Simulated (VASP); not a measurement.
CsBr:

```
Cs Br
1.0
     4.28600    0.00000    0.00000
     0.00000    4.28600    0.00000
     0.00000    0.00000    4.28600
Cs Br
1 1
Cartesian
  0.0000 0.0000 0.0000
  2.1430 2.1430 2.1430
```

```yaml
Program: VASP 6.6.1
Task: relaxation of cell and atoms
Functional: PBE
Potentials_or_basis: VASP PAW PBE potentials, release 64 (Cs_sv, Br)
Cutoff: 500 eV
k_mesh: 6 × 6 × 6
Occupations: fermi-dirac, width 0.02 eV
Spin: no spin polarisation
```

At the start: pressure 1.1 GPa; volume 39.37 Å³/atom.

Where does the relaxation end?

Over 4 steps the energy falls by 9.6 meV/atom and the volume is 42.41 Å³/atom (+7.7 %); space group Pm-3m (No. 221, to 0.1 Å) before and after.

The path:
```
step  energy change (eV)  largest force (eV/Å)  pressure (GPa)  volume (Å³)
   1              0.0000                0.0000            1.10        78.73
   2             -0.0151                0.0000            0.47        81.86
   3             -0.0192                0.0000           -0.07        85.31
   4             -0.0193                0.0000            0.00        84.82
```

Final structure:
```cif
data_structure
_symmetry_space_group_name_H-M 'P 1'
_symmetry_Int_Tables_number 1
_cell_length_a 4.3937
_cell_length_b 4.3937
_cell_length_c 4.3937
_cell_angle_alpha 90.000
_cell_angle_beta 90.000
_cell_angle_gamma 90.000
_cell_volume 84.82
loop_
_atom_site_label
_atom_site_type_symbol
_atom_site_fract_x
_atom_site_fract_y
_atom_site_fract_z
_atom_site_occupancy
Cs1 Cs 0.00000 0.00000 0.00000 1
Br1 Br 0.50000 0.50000 0.50000 1
```
